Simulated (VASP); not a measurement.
# CaCrC4N4 (P-43m) in VASP: notebook

Runs on CaCrC4N4. Level: PBE. Tasks: single point.

Everything below comes from runs of VASP 6.6.1. Logs are shortened: lines on timing, memory, paths and dates and some standing lists are left out, and cuts for length are marked.

## 1. The cell of the first run

The structure is cubic, space group P-43m (No. 215). Conventional cell: a = 6.141 Å, b = 6.141 Å, c = 6.141 Å, α = 90.00°, β = 90.00°, γ = 90.00°. Within 2.9 Å of Ca (site symmetry -43m) lie 4 N at 2.21 Å. Cr (site symmetry -43m) has 4 C at 1.94 Å within 2.6 Å. Within 1.6 Å of C (site symmetry 3m) lie 1 N at 1.17 Å. Within 1.6 Å of N (site symmetry 3m) lie 1 C at 1.17 Å.

## 2. Single point, PBE, collinear spin, ferromagnetic start

Contents of INCAR:

```
SYSTEM = CaCrC4N4
PREC = Accurate ; ENCUT = 520
EDIFF = 1E-7 ; ISMEAR = 0
SIGMA = 0.1 ; LREAL = .FALSE.
LASPH = .TRUE. ; NELM = 150
ALGO = Normal ; ISIF = 2
LWAVE = .FALSE. ; LCHARG = .FALSE.
ISPIN = 2 ; MAGMOM = 0 3 0 0 0 0 0 0 0 0
LORBIT = 11 ; LMAXMIX = 4
GGA = PE ; NBANDS = 44
```

Contents of KPOINTS:

```
Automatic mesh
0
G
  4 4 4
  0 0 0
```

Contents of POSCAR:

```
CaCrC4N4
1.0
    6.1406974600      0.0000000000      0.0000000000
    0.0000000000      6.1406974600      0.0000000000
    0.0000000000      0.0000000000      6.1406974600
Ca Cr C N
1 1 4 4
Direct
    0.5000000000      0.5000000000      0.5000000000
    0.0000000000      0.0000000000      0.0000000000
    0.1822113600      0.1822113600      0.1822113600
    0.1822113600      0.8177886400      0.8177886400
    0.8177886400      0.1822113600      0.8177886400
    0.8177886400      0.8177886400      0.1822113600
    0.2922151200      0.2922151200      0.2922151200
    0.2922151200      0.7077848800      0.7077848800
    0.7077848800      0.2922151200      0.7077848800
    0.7077848800      0.7077848800      0.2922151200
```

Potentials or basis: VASP PAW PBE potentials, release 64 (Ca_sv, Cr_pv, C, N).

Run with:

```
cat potpaw_PBE.64/Ca_sv/POTCAR potpaw_PBE.64/Cr_pv/POTCAR potpaw_PBE.64/C/POTCAR potpaw_PBE.64/N/POTCAR > POTCAR
mpirun -np 1 vasp_std > vasp.out
```

OUTCAR:

```text
SYSTEM = CaCrC4N4
   PREC = Accurate
   ENCUT = 520
   EDIFF = 1E-7
   ISMEAR = 0
   LREAL = .FALSE.
   LASPH = .TRUE.
   NELM = 150
   ISIF = 2
   ISPIN = 2
   LORBIT = 11
   GGA = PE

 ion  position               nearest neighbor table
   1  0.500  0.500  0.500-   7 2.21   8 2.21   9 2.21  10 2.21
   2  0.000  0.000  0.000-   3 1.94   4 1.94   5 1.94   6 1.94
   3  0.182  0.182  0.182-   7 1.17   2 1.94
   4  0.182  0.818  0.818-   8 1.17   2 1.94
   5  0.818  0.182  0.818-   9 1.17   2 1.94
   6  0.818  0.818  0.182-  10 1.17   2 1.94
   7  0.292  0.292  0.292-   3 1.17   1 2.21
   8  0.292  0.708  0.708-   4 1.17   1 2.21
   9  0.708  0.292  0.708-   5 1.17   1 2.21
  10  0.708  0.708  0.292-   6 1.17   1 2.21

  LATTYP: Found a simple cubic cell.
 ALAT       =     6.1406974600

  Lattice vectors:

 A1 = (   6.1406974600,   0.0000000000,   0.0000000000)
 A2 = (   0.0000000000,   6.1406974600,   0.0000000000)
 A3 = (   0.0000000000,   0.0000000000,   6.1406974600)

Analysis of symmetry for initial positions (statically):
=====================================================================
 Subroutine PRICEL returns:
 Original cell was already a primitive cell.

 Routine SETGRP: Setting up the symmetry group for a
 simple cubic supercell.

 Subroutine GETGRP returns: Found 24 space group operations
 (whereof 24 operations were pure point group operations)
 out of a pool of 48 trial point group operations.

The static configuration has the point symmetry T_d .

Analysis of symmetry for dynamics (positions and initial velocities):
=====================================================================
 Subroutine PRICEL returns:
 Original cell was already a primitive cell.

 Routine SETGRP: Setting up the symmetry group for a
 simple cubic supercell.

 Subroutine GETGRP returns: Found 24 space group operations
 (whereof 24 operations were pure point group operations)
 out of a pool of 48 trial point group operations.

The dynamic configuration has the point symmetry T_d .

Analysis of structural, dynamic, and magnetic symmetry:
=====================================================================
 Subroutine PRICEL returns:
 Original cell was already a primitive cell.

 Routine SETGRP: Setting up the symmetry group for a
 simple cubic supercell.

 Subroutine GETGRP returns: Found 24 space group operations
 (whereof 24 operations were pure point group operations)
 out of a pool of 48 trial point group operations.

The overall configuration has the point symmetry T_d .

 Subroutine INISYM returns: Found 24 space group operations
 (whereof 24 operations are pure point group operations),
 and found     1 'primitive' translations

----------------------------------------------------------------------------------------

                                     Primitive cell

  volume of cell :     231.5544

  direct lattice vectors                    reciprocal lattice vectors
     6.140697460  0.000000000  0.000000000     0.162847951  0.000000000  0.000000000
     0.000000000  6.140697460  0.000000000     0.000000000  0.162847951  0.000000000
     0.000000000  0.000000000  6.140697460     0.000000000  0.000000000  0.162847951

  length of vectors
     6.140697460  6.140697460  6.140697460     0.162847951  0.162847951  0.162847951

  position of ions in fractional coordinates (direct lattice)
     0.500000000  0.500000000  0.500000000
     0.000000000  0.000000000  0.000000000
     0.182211360  0.182211360  0.182211360
     0.182211360  0.817788640  0.817788640
     0.817788640  0.182211360  0.817788640
     0.817788640  0.817788640  0.182211360
     0.292215120  0.292215120  0.292215120
     0.292215120  0.707784880  0.707784880
     0.707784880  0.292215120  0.707784880
     0.707784880  0.707784880  0.292215120

  ion indices of the primitive-cell ions
   primitive index   ion index
                 1           1
                 2           2
                 3           3
                 4           4
                 5           5
                 6           6
                 7           7
                 8           8
                 9           9
                10          10

[... 48 lines left out ...]
   ISTART =      0    job   : 0-new  1-cont  2-samecut
   ICHARG =      2    charge: 1-file 2-atom 10-const
   ISPIN  =      2    spin polarized calculation?
   LNONCOLLINEAR =      F non collinear calculations
   LSORBIT =      F    spin-orbit coupling
   LASPH  =      T    aspherical Exc in radial PAW
   ENCUT  =  520.0 eV  38.22 Ry    6.18 a.u.  11.42 11.42 11.42*2*pi/ulx,y,z
   NELM   =    150;   NELMIN=  2; NELMDL= -5     # of ELM steps
   EDIFF  = 0.1E-06   stopping-criterion for ELM
   LREAL  =      F    real-space projection
   EDIFFG = 0.1E-05   stopping-criterion for IOM
   NSW    =      0    number of steps for IOM
   IBRION =     -1    ionic relax: 0-MD 1-quasi-New 2-CG
   NFREE  =      0    steps in history (QN), initial steepest desc. (CG)
   ISIF   =      2    stress and relaxation
   ISYM   =      2    0-nonsym 1-usesym 2-fastsym
   POTIM  = 0.5000    time-step for ionic-motion
   TEBEG  =    0.0;   TEEND  =   0.0 temperature during run
   PSTRESS=    0.0 pullay stress
   NELECT =      58.0000    total number of electrons
   NUPDOWN=      -1.0000    fix difference up-down
   EMIN   =  10.00;   EMAX   =-10.00  energy-range for DOS
   EFERMI =   0.00;   METHOD = LEGACY
   ISMEAR =     0;   SIGMA  =   0.10  broadening in eV -4-tet -1-fermi 0-gaus
   EFERMI_NEDOS =   21; number of points for ismear=-14 and -15
   IALGO  =     38    algorithm
   IMIX   =      4    mixing-type and parameters
     AMIX     =   0.40;   BMIX     =  1.00
     AMIX_MAG =   1.60;   BMIX_MAG =  1.00
  volume/ion in A,a.u.               =      23.16       156.26
  Fermi-wavevector in a.u.,A,eV,Ry     =   1.031969  1.950138 14.489648  1.064959
  Thomas-Fermi vector in A             =   2.166143
   LORBIT       =     11    0 simple, 1 ext, 2 COOP (PROOUT), +10 PAW based schemes
   GGA     = PE    functional components
   LHFCALC =     F    Hartree Fock is set to
   AEXX    =    0.0000 exact exchange contribution
   IVDW    =     0    specifies the selected vdW correction
   LEPSILON=     F    determine dielectric tensor
   LRPA    =     F    only Hartree local field effects (RPA)
 spin polarized calculation
 Gauss-broadening in eV      SIGMA  =   0.10
  energy-cutoff  :      520.00
  volume of cell :      231.55
 maximum number of plane-waves:      6302
 NGX is ok and might be reduce to    48
   NGX = 23   NGY = 23   NGZ = 23

 number of electron      57.9999989 magnetization      -0.0015369

 number of electron      57.9999989 magnetization       0.0001307

 Free energy of the ion-electron system (eV)
  ---------------------------------------------------
  ext. energy  EPLUGINS =         0.00000000
  ---------------------------------------------------
  free energy    TOTEN  =       -80.33029775 eV

  energy without entropy =      -80.33029775  energy(sigma->0) =      -80.33029775

 E-fermi :  -0.3756     XC(G=0):  -6.6806

 val. band max:       -0.7729078133   @ k =   0.5000   0.0000   0.0000
 cond. band min:       0.0306878543   @ k =   0.0000   0.0000   0.0000
 fundamental gap:      0.8035956676
 Fermi energy:        -0.3756467862

 spin component 1

 k-point     1 :       0.0000    0.0000    0.0000
  band No.  band energies     occupation
      1     -43.3789      1.00000
      2     -43.3789      1.00000
      3     -43.3789      1.00000
      4     -40.0129      1.00000
      5     -21.2393      1.00000
      6     -21.2393      1.00000
[... 429 lines left out ...]
     40       4.2068      0.00000
     41       5.2757      0.00000
 Fermi energy:        -0.3756467862

 spin component 2

 k-point     1 :       0.0000    0.0000    0.0000
  band No.  band energies     occupation
      1     -43.3788      1.00000
      2     -43.3787      1.00000
      3     -43.3787      1.00000
      4     -40.0129      1.00000
      5     -21.2393      1.00000
      6     -21.2393      1.00000
[... 429 lines left out ...]
     40       4.2068      0.00000
     41       5.2758      0.00000
 [bands above 41 left out]

------------------------ aborting loop because EDIFF is reached ----------------------------------------

  FORCE on cell =-STRESS in cart. coord.  units (eV):
  Direction    XX          YY          ZZ          XY          YZ          ZX
  --------------------------------------------------------------------------------------
  -------------------------------------------------------------------------------------
  Total        5.1901842      5.1901842      5.1901842      0.0000000     -0.0000000      0.0000000
  in kB       35.9120546     35.9120546     35.9120546      0.0000000     -0.0000000      0.0000000
  external PRESSURE =      35.9120546 kB  Pullay stress =       0.0000000 kB

 VOLUME and BASIS-vectors are now :
 -----------------------------------------------------------------------------
  energy-cutoff  :      520.00
  volume of cell :      231.55
      direct lattice vectors                 reciprocal lattice vectors
     6.140697460  0.000000000  0.000000000     0.162847951  0.000000000  0.000000000
     0.000000000  6.140697460  0.000000000     0.000000000  0.162847951  0.000000000
     0.000000000  0.000000000  6.140697460     0.000000000  0.000000000  0.162847951

 POSITION                                       TOTAL-FORCE (eV/Angst)
 -----------------------------------------------------------------------------------
      3.07035      3.07035      3.07035         0.000000      0.000000     -0.000000
      0.00000      0.00000      0.00000         0.000000      0.000000     -0.000000
      1.11890      1.11890      1.11890        -0.815447     -0.815447     -0.815447
      1.11890      5.02179      5.02179        -0.815447      0.815447      0.815447
      5.02179      1.11890      5.02179         0.815447     -0.815447      0.815447
      5.02179      5.02179      1.11890         0.815447      0.815447     -0.815447
      1.79440      1.79440      1.79440         0.034462      0.034462      0.034462
      1.79440      4.34629      4.34629         0.034462     -0.034462     -0.034462
      4.34629      1.79440      4.34629        -0.034462      0.034462     -0.034462
      4.34629      4.34629      1.79440        -0.034462     -0.034462      0.034462
 -----------------------------------------------------------------------------------
    total drift:                                0.000000      0.000000      0.000000

  FREE ENERGIE OF THE ION-ELECTRON SYSTEM (eV)
  ---------------------------------------------------
  free  energy   TOTEN  =       -80.3302977474 eV

  energy  without entropy=      -80.3302977463  energy(sigma->0) =      -80.33029775

 total charge

# of ion       s       p       d       tot
------------------------------------------
    1        2.049   5.891   0.306   8.246
    2        0.389   6.342   4.327  11.057
    3        0.967   1.651   0.000   2.617
    4        0.967   1.651   0.000   2.617
    5        0.967   1.651   0.000   2.617
    6        0.967   1.651   0.000   2.617
    7        1.318   2.588   0.000   3.905
    8        1.318   2.588   0.000   3.905
    9        1.318   2.588   0.000   3.905
   10        1.318   2.588   0.000   3.905
--------------------------------------------------
tot         11.575  29.185   4.633  45.393

 magnetization (x)

# of ion       s       p       d       tot
------------------------------------------
    1        0.000  -0.000   0.000   0.000
    2       -0.000  -0.000   0.000   0.000
    3       -0.000  -0.000   0.000  -0.000
    4       -0.000  -0.000   0.000  -0.000
    5       -0.000  -0.000   0.000  -0.000
    6       -0.000  -0.000   0.000  -0.000
    7       -0.000   0.000   0.000   0.000
    8       -0.000   0.000   0.000   0.000
    9       -0.000   0.000   0.000   0.000
   10       -0.000   0.000   0.000   0.000
--------------------------------------------------
tot         -0.000  -0.000   0.000   0.000
```

Wall time 4.4 min (1 thread of Intel Xeon Platinum 8488C (Sapphire Rapids), shared host); peak memory 0.5 GiB.

Results:

| Quantity | Value |
| --- | --- |
| Free energy | -80.3303 eV |
| Pressure | 3.6 GPa |
| Largest force | 1.412 eV/Å |
| Band gap on the k mesh | 0.80 eV (least direct gap 0.81 eV) |
| Net moment | 0.00 μB per cell |
| Valence electrons inside the program's atomic spheres | Ca 8.25; Cr 11.06; C 2.62; N 3.90 |

Forces in eV/Å, atoms in the order of the input:
```
Ca   0.000  0.000  0.000
Cr   0.000  0.000  0.000
C   -0.815 -0.815 -0.815
C   -0.815  0.815  0.815
C    0.815 -0.815  0.815
C    0.815  0.815 -0.815
N    0.034  0.034  0.034
N    0.034 -0.034 -0.034
N   -0.034  0.034 -0.034
N   -0.034 -0.034  0.034
```

Caveat: the cell stands under pressure; the moments typed at the start vanished in this run; forces of over 1 eV/Å act on the atoms, so gaps and moduli don't describe the material at rest. A k mesh can miss the band edges.

[end of part 1 of 2]
